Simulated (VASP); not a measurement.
A run of VASP 6.6.1:

Contents of INCAR:

```
PREC = Accurate
ENCUT = 400
EDIFF = 1E-8
ISMEAR = -1
SIGMA = 0.05
LREAL = False
LASPH = True
NELM = 120
ALGO = Normal
ISIF = 2
LWAVE = False
LCHARG = False
GGA = PS
LEFG = True
NBANDS = 12
GGA_COMPAT = False
```

Contents of KPOINTS:

```
regular mesh
0
Gamma
  15 15 15
```

The input POSCAR:

```
Ta
1.0
   -1.6182544000      1.6182544000      1.6512800000
    1.6182544000     -1.6182544000      1.6512800000
    1.6182544000      1.6182544000     -1.6512800000
Ta
1
Direct
    0.0000000000      0.0000000000      0.0000000000
```

Potentials or basis: VASP PAW PBE potentials, release 64 (Ta_pv).

Launch:

```console
$ cat potpaw_PBE.64/Ta_pv/POTCAR > POTCAR
$ mpirun -np 1 vasp_std > vasp.out
```

Hardware: 1 thread of Intel Xeon 6975P-C (shared host).

Problem. Estimate the wall time of this run.

Solution. Run time: 23 s on 1 thread of Intel Xeon 6975P-C, with other jobs on the host, peak memory 0.15 GiB. Counts: scf iterations 13, k points 288.
